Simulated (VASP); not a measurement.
# Ge3N (Fm-3m) in VASP: further runs, part 2 of 2

VASP 6.6.1. The steps go on from the part before.

## 3. Single point, PBE

This run uses another cell than the first one, of 15.53 Å³/atom.

File INCAR:

```
SYSTEM = Ge3N
ALGO = Normal
EDIFF = 1E-6
ENCUT = 520
GGA = PE
ISIF = 2
ISMEAR = 0
LASPH = .TRUE.
LCHARG = .FALSE.
LREAL = .FALSE.
LWAVE = .FALSE.
NBANDS = 32
NELM = 100
PREC = Accurate
SIGMA = 0.1
```

File KPOINTS:

```
k-points
0
G
  12 12 12
  0 0 0
```

File POSCAR:

```
Ge3N
1.0
    0.0000000000      3.1433369657      3.1433369657
    3.1433369657      0.0000000000      3.1433369657
    3.1433369657      3.1433369657      0.0000000000
Ge N
3 1
Direct
    0.2500000000      0.2500000000      0.2500000000
    0.7500000000      0.7500000000      0.7500000000
    0.5000000000      0.5000000000      0.5000000000
    0.0000000000      0.0000000000      0.0000000000
```

Potentials or basis: VASP PAW PBE potentials, release 64 (Ge_d, N).

The run is started by

```bash
$ cat potpaw_PBE.64/Ge_d/POTCAR potpaw_PBE.64/N/POTCAR > POTCAR
$ mpirun -np 1 vasp_std > vasp.out
```

OUTCAR:

```text
SYSTEM = Ge3N
   EDIFF = 1E-6
   ENCUT = 520
   GGA = PE
   ISIF = 2
   ISMEAR = 0
   LASPH = .TRUE.
   LREAL = .FALSE.
   NELM = 100
   PREC = Accurate

 ion  position               nearest neighbor table
   1  0.250  0.250  0.250-   3 2.72   3 2.72   3 2.72   3 2.72
   2  0.750  0.750  0.750-   3 2.72   3 2.72   3 2.72   3 2.72
   3  0.500  0.500  0.500-   1 2.72   2 2.72   1 2.72   1 2.72   1 2.72   2 2.72   2 2.72   2 2.72

   4  0.000  0.000  0.000-

  LATTYP: Found a face centered cubic cell.
 ALAT       =     6.2866739314

  Lattice vectors:

 A1 = (   0.0000000000,   3.1433369657,   3.1433369657)
 A2 = (   3.1433369657,   0.0000000000,   3.1433369657)
 A3 = (   3.1433369657,   3.1433369657,   0.0000000000)

Analysis of symmetry for initial positions (statically):
=====================================================================
 Subroutine PRICEL returns:
 Original cell was already a primitive cell.

 Routine SETGRP: Setting up the symmetry group for a
 face centered cubic supercell.

 Subroutine GETGRP returns: Found 48 space group operations
 (whereof 48 operations were pure point group operations)
 out of a pool of 48 trial point group operations.

The static configuration has the point symmetry O_h .

Analysis of symmetry for dynamics (positions and initial velocities):
=====================================================================
 Subroutine PRICEL returns:
 Original cell was already a primitive cell.

 Routine SETGRP: Setting up the symmetry group for a
 face centered cubic supercell.

 Subroutine GETGRP returns: Found 48 space group operations
 (whereof 48 operations were pure point group operations)
[... 106 lines left out ...]
   EDIFF  = 0.1E-05   stopping-criterion for ELM
   LREAL  =      F    real-space projection
[... 7 lines left out ...]
   TEBEG  =    0.0;   TEEND  =   0.0 temperature during run
   PSTRESS=    0.0 pullay stress
   NELECT =      47.0000    total number of electrons
   NUPDOWN=      -1.0000    fix difference up-down
   EMIN   =  10.00;   EMAX   =-10.00  energy-range for DOS
   EFERMI =   0.00;   METHOD = LEGACY
   ISMEAR =     0;   SIGMA  =   0.10  broadening in eV -4-tet -1-fermi 0-gaus
   EFERMI_NEDOS =   21; number of points for ismear=-14 and -15
   IALGO  =     38    algorithm
   IMIX   =      4    mixing-type and parameters
     AMIX     =   0.40;   BMIX     =  1.00
     AMIX_MAG =   1.60;   BMIX_MAG =  1.00
  volume/ion in A,a.u.               =      15.53       104.79
  Fermi-wavevector in a.u.,A,eV,Ry     =   1.491786  2.819067 30.278750  2.225425
  Thomas-Fermi vector in A             =   2.604397
   LORBIT       =      0    0 simple, 1 ext, 2 COOP (PROOUT), +10 PAW based schemes
   GGA     = PE    functional components
   LHFCALC =     F    Hartree Fock is set to
   AEXX    =    0.0000 exact exchange contribution
   IVDW    =     0    specifies the selected vdW correction
   LEPSILON=     F    determine dielectric tensor
   LRPA    =     F    only Hartree local field effects (RPA)
 non-spin polarized calculation
 Gauss-broadening in eV      SIGMA  =   0.10
  energy-cutoff  :      520.00
  volume of cell :       62.12
 maximum number of plane-waves:      1700
 NGX is ok and might be reduce to    36
   NGX = 17   NGY = 17   NGZ = 17

 number of electron      46.9999970 magnetization

 Free energy of the ion-electron system (eV)
  ---------------------------------------------------
  ext. energy  EPLUGINS =         0.00000000
  ---------------------------------------------------
  free energy    TOTEN  =       -17.41925298 eV

  energy without entropy =      -17.40396767  energy(sigma->0) =      -17.41161033

 E-fermi :   6.6044     XC(G=0): -11.5820

 val. band max:        6.6026919916   @ k =   0.2500   0.0833   0.0000
 cond. band min:       6.6049777493   @ k =   0.3333   0.2500   0.0000
 fundamental gap:      0.0022857577
 Fermi energy:         6.6044234605

 k-point     1 :       0.0000    0.0000    0.0000
  band No.  band energies     occupation
      1     -18.2160      2.00000
      2     -18.2160      2.00000
      3     -18.1749      2.00000
      4     -18.1749      2.00000
      5     -18.1749      2.00000
      6     -18.1718      2.00000
[... 829 lines left out ...]
     31      14.3436      0.00000
     32      17.7422      0.00000

 [... further k-points ...]
[... 5 lines left out ...]
  --------------------------------------------------------------------------------------
  -------------------------------------------------------------------------------------
  Total        0.0433252      0.0433252      0.0433252     -0.0000000     -0.0000000      0.0000000
  in kB        1.1175010      1.1175010      1.1175010     -0.0000000     -0.0000000      0.0000000
  external PRESSURE =       1.1175010 kB  Pullay stress =       0.0000000 kB

 VOLUME and BASIS-vectors are now :
 -----------------------------------------------------------------------------
  energy-cutoff  :      520.00
  volume of cell :       62.12
      direct lattice vectors                 reciprocal lattice vectors
     0.000000000  3.143336966  3.143336966    -0.159066624  0.159066624  0.159066624
     3.143336966  0.000000000  3.143336966     0.159066624 -0.159066624  0.159066624
     3.143336966  3.143336966  0.000000000     0.159066624  0.159066624 -0.159066624

 POSITION                                       TOTAL-FORCE (eV/Angst)
 -----------------------------------------------------------------------------------
      1.57167      1.57167      1.57167         0.000000     -0.000000      0.000000
      4.71501      4.71501      4.71501        -0.000000      0.000000     -0.000000
      3.14334      3.14334      3.14334        -0.000000     -0.000000      0.000000
      0.00000      0.00000      0.00000        -0.000000     -0.000000      0.000000
 -----------------------------------------------------------------------------------
    total drift:                                0.000000      0.000000      0.000000

  FREE ENERGIE OF THE ION-ELECTRON SYSTEM (eV)
  ---------------------------------------------------
  free  energy   TOTEN  =       -17.4192529805 eV

  energy  without entropy=      -17.4039676736  energy(sigma->0) =      -17.41161033
```

OSZICAR:

```text
N       E                     dE             d eps       ncg     rms          rms(c)
DAV:   1     0.393038477395E+03    0.39304E+03   -0.21991E+04  5728   0.408E+03
DAV:   2     0.515117039616E+02   -0.34153E+03   -0.32429E+03  4656   0.803E+02
DAV:   3    -0.152709285506E+02   -0.66783E+02   -0.64578E+02  5448   0.190E+02
DAV:   4    -0.187669217184E+02   -0.34960E+01   -0.34828E+01  4984   0.499E+01
DAV:   5    -0.188362889433E+02   -0.69367E-01   -0.69344E-01  5360   0.804E+00    0.796E+00
DAV:   6    -0.195955541795E+02   -0.75927E+00   -0.16222E+01  6600   0.196E+01    0.103E+01
DAV:   7    -0.173991298026E+02    0.21964E+01   -0.33351E+00  7280   0.105E+01    0.198E+00
DAV:   8    -0.174275607983E+02   -0.28431E-01   -0.62007E-01  4944   0.350E+00    0.746E-01
DAV:   9    -0.174196181604E+02    0.79426E-02   -0.24849E-02  5496   0.105E+00    0.261E-01
DAV:  10    -0.174203795861E+02   -0.76143E-03   -0.83050E-03  5856   0.676E-01    0.296E-01
DAV:  11    -0.174192499088E+02    0.11297E-02   -0.20172E-03  5656   0.387E-01    0.752E-02
DAV:  12    -0.174192551647E+02   -0.52560E-05   -0.37246E-04  4816   0.109E-01    0.917E-03
DAV:  13    -0.174192529942E+02    0.21705E-05   -0.12750E-05  5880   0.429E-02    0.524E-03
DAV:  14    -0.174192529805E+02    0.13751E-07   -0.95031E-07  2984   0.979E-03
   1 F= -.17419253E+02 E0= -.17411610E+02  d E =-.152853E-01
```

It took 3.6 min on 1 thread of Intel Xeon 8259CL, shared host; peak memory 0.27 GiB.

What came out:

```
Free energy            : -17.4193 eV
Pressure               : 0.1 GPa
Band gap on the k mesh : zero (an odd number of electrons rules out a gap without spin polarisation)
```

## 4. Relaxation of cell and atoms, PBE

This run uses another cell than the first one, of 15.49 Å³/atom.

File INCAR:

```
PREC = Accurate
ENCUT = 600
EDIFF = 1E-6
ISMEAR = 0
SIGMA = 0.1
LREAL = False
LASPH = True
NELM = 60
ALGO = Normal
ISIF = 3
LWAVE = False
LCHARG = False
GGA = PE
IBRION = 2
NSW = 100
EDIFFG = -0.01
```

File KPOINTS:

```
regular mesh
0
Gamma
  12 12 12
```

File POSCAR:

```
Ge3N
1.0
    0.0000000000      3.1405324101      3.1405324101
    3.1405324101      0.0000000000      3.1405324101
    3.1405324101      3.1405324101      0.0000000000
Ge N
3 1
Direct
    0.2500000000      0.2500000000      0.2500000000
    0.7500000000      0.7500000000      0.7500000000
    0.5000000000      0.5000000000      0.5000000000
    0.0000000000      0.0000000000      0.0000000000
```

Potentials or basis: VASP PAW PBE potentials, release 64 (Ge_d, N).

The run is started by

```bash
$ cat potpaw_PBE.64/Ge_d/POTCAR potpaw_PBE.64/N/POTCAR > POTCAR
$ mpirun -np 1 vasp_std > vasp.out
```

OUTCAR:

```text
PREC = Accurate
   ENCUT = 600
   EDIFF = 1E-6
   ISMEAR = 0
   LREAL = False
   LASPH = True
   NELM = 60
   ISIF = 3
   GGA = PE
   IBRION = 2
   NSW = 100
   EDIFFG = -0.01

 ion  position               nearest neighbor table
   1  0.250  0.250  0.250-   3 2.72   3 2.72   3 2.72   3 2.72
   2  0.750  0.750  0.750-   3 2.72   3 2.72   3 2.72   3 2.72
   3  0.500  0.500  0.500-   1 2.72   1 2.72   1 2.72   2 2.72   2 2.72   2 2.72   2 2.72   1 2.72

   4  0.000  0.000  0.000-

  LATTYP: Found a face centered cubic cell.
 ALAT       =     6.2810648202

  Lattice vectors:

 A1 = (   0.0000000000,   3.1405324101,   3.1405324101)
 A2 = (   3.1405324101,   0.0000000000,   3.1405324101)
 A3 = (   3.1405324101,   3.1405324101,   0.0000000000)

Analysis of symmetry for initial positions (statically):
=====================================================================
 Subroutine PRICEL returns:
 Original cell was already a primitive cell.

 Routine SETGRP: Setting up the symmetry group for a
 face centered cubic supercell.

 Subroutine GETGRP returns: Found 48 space group operations
[... 213 lines left out ...]
  ---------------------------------------------------
  free energy    TOTEN  =       -17.42071540 eV

  energy without entropy =      -17.40544414  energy(sigma->0) =      -17.41307977

 E-fermi :   6.5934     XC(G=0): -11.5769

 val. band max:        6.5925574438   @ k =   0.2500   0.0833   0.0000
 cond. band min:       6.5943781504   @ k =   0.3333   0.2500   0.0000
 fundamental gap:      0.0018207065
 Fermi energy:         6.5933842592

 k-point     1 :       0.0000    0.0000    0.0000
  band No.  band energies     occupation
      1     -18.2261      2.00000
      2     -18.2261      2.00000
      3     -18.1851      2.00000
      4     -18.1851      2.00000
      5     -18.1851      2.00000
      6     -18.1821      2.00000
[... 733 lines left out ...]
     27      10.2838      0.00000
     28      11.2186      0.00000

 [... further k-points ...]
[... 5 lines left out ...]
  --------------------------------------------------------------------------------------
  -------------------------------------------------------------------------------------
  Total       -0.0133704     -0.0133704     -0.0133704     -0.0000000     -0.0000000      0.0000000
  in kB       -0.3445232     -0.3445232     -0.3445232     -0.0000000     -0.0000000      0.0000000
  external PRESSURE =      -0.3445232 kB  Pullay stress =       0.0000000 kB

 VOLUME and BASIS-vectors are now :
 -----------------------------------------------------------------------------
  energy-cutoff  :      600.00
  volume of cell :       62.18
      direct lattice vectors                 reciprocal lattice vectors
    -0.000000000  3.144385189  3.144385189    -0.159013597  0.159013597  0.159013597
     3.144385189  0.000000000  3.144385189     0.159013597 -0.159013597  0.159013597
     3.144385189  3.144385189  0.000000000     0.159013597  0.159013597 -0.159013597

 POSITION                                       TOTAL-FORCE (eV/Angst)
 -----------------------------------------------------------------------------------
      1.57219      1.57219      1.57219        -0.000000      0.000000     -0.000000
      4.71658      4.71658      4.71658         0.000000     -0.000000      0.000000
      3.14439      3.14439      3.14439        -0.000000      0.000000     -0.000000
      3.14439      6.28877      3.14439        -0.000000      0.000000     -0.000000
 -----------------------------------------------------------------------------------
    total drift:                                0.000000      0.000000      0.000000

  FREE ENERGIE OF THE ION-ELECTRON SYSTEM (eV)
  ---------------------------------------------------
  free  energy   TOTEN  =       -17.4207153977 eV

  energy  without entropy=      -17.4054441388  energy(sigma->0) =      -17.41307977

 reached required accuracy - stopping structural energy minimisation
```

OSZICAR:

```text
N       E                     dE             d eps       ncg     rms          rms(c)
DAV:   1     0.397280129504E+03    0.39728E+03   -0.25334E+04  4556   0.507E+03
DAV:   2     0.492672934145E+02   -0.34801E+03   -0.33914E+03  4032   0.818E+02
DAV:   3    -0.140530706816E+02   -0.63320E+02   -0.60485E+02  4472   0.210E+02
DAV:   4    -0.186895589820E+02   -0.46365E+01   -0.44089E+01  4840   0.567E+01
[... 16 lines left out ...]
DAV:   4    -0.174207655931E+02    0.91214E-03   -0.21015E-03  4892   0.383E-01    0.384E-02
DAV:   5    -0.174207171348E+02    0.48458E-04   -0.34972E-04  4492   0.280E-01    0.174E-02
DAV:   6    -0.174207168505E+02    0.28424E-06   -0.15551E-05  5200   0.954E-02    0.123E-02
DAV:   7    -0.174207157491E+02    0.11015E-05   -0.28460E-06  3560   0.207E-02    0.374E-03
DAV:   8    -0.174207153977E+02    0.35133E-06   -0.89413E-07  2100   0.248E-02
   2 F= -.17420715E+02 E0= -.17413080E+02  d E =-.138236E-03
```

CONTCAR:

```text
Ge3N
   1.00000000000000
    -0.0000000000000000    3.1443851894698955    3.1443851894698955
     3.1443851894698955    0.0000000000000000    3.1443851894698955
     3.1443851894698955    3.1443851894698955    0.0000000000000000
  Ge              N
     3     1
Direct
     0.2500000000000000    0.2500000000000000    0.2500000000000000
     0.7500000000000000    0.7500000000000000    0.7500000000000000
     0.5000000000000000    0.5000000000000000    0.5000000000000000
     1.0000000000000000    0.0000000000000000    1.0000000000000000

  0.00000000E+00  0.00000000E+00  0.00000000E+00
  0.00000000E+00  0.00000000E+00  0.00000000E+00
  0.00000000E+00  0.00000000E+00  0.00000000E+00
  0.00000000E+00  0.00000000E+00  0.00000000E+00
```

Run time: 6.1 min. Hardware: 1 thread of Intel Xeon 8259CL, shared host; peak memory 0.3 GiB.

What came out:

| Item | Value |
| --- | --- |
| Free energy | -17.4207 eV |
| Relaxed volume | 15.54 Å³/atom |
| Relaxed cell | a = 4.447 Å, b = 4.447 Å, c = 4.447 Å, α = 60.00°, β = 60.00°, γ = 60.00° |
| Space group after relaxing (to 0.1 Å) | Fm-3m (No. 225) |
| Energy gained by relaxing | 0.0 meV/atom |
| Ionic steps | 2 |
| Pressure after relaxing | 0.0 GPa |

Step by step:
| step | energy change (eV) | largest force (eV/Å) | pressure (GPa) | volume (Å³) |
| --- | --- | --- | --- | --- |
| 1 | 0.0000 | 0.0000 | 0.26 | 61.95 |
| 2 | -0.0001 | 0.0000 | -0.03 | 62.18 |

Final structure:
```cif
data_structure
_symmetry_space_group_name_H-M 'P 1'
_symmetry_Int_Tables_number 1
_cell_length_a 4.4468
_cell_length_b 4.4468
_cell_length_c 4.4468
_cell_angle_alpha 60.000
_cell_angle_beta 60.000
_cell_angle_gamma 60.000
_cell_volume 62.18
loop_
_atom_site_label
_atom_site_type_symbol
_atom_site_fract_x
_atom_site_fract_y
_atom_site_fract_z
_atom_site_occupancy
Ge1 Ge 0.25000 0.25000 0.25000 1
Ge2 Ge 0.75000 0.75000 0.75000 1
Ge3 Ge 0.50000 0.50000 0.50000 1
N1 N 0.00000 0.00000 0.00000 1
```

Caveat: the highest band is partly filled, so the run has too few bands.

## 5. The runs side by side

```csv
task,cell,k mesh,cutoff (eV),pressure (GPa),relaxed volume (Å³/atom)
relaxation of cell and atoms,"relaxed from a = 4.428 Å, angles 60.0°, 4 atoms",6 × 6 × 6,600,-0.1,15.48
single point,"a = 4.445 Å, angles 60.0°, 4 atoms",12 × 12 × 12,520,0.1,-
relaxation of cell and atoms,"relaxed from a = 4.441 Å, angles 60.0°, 4 atoms",12 × 12 × 12,600,0.0,15.54
```

Alike in all rows: level PBE; potentials or basis VASP PAW PBE potentials, release 64 (Ge_d, N); no spin polarisation; smearing gaussian 0.1 eV.

Caveats: the highest band is partly filled, so the run has too few bands (at least some runs).

Total energies depend on the potentials used, so only differences within one code and one set of settings carry meaning.
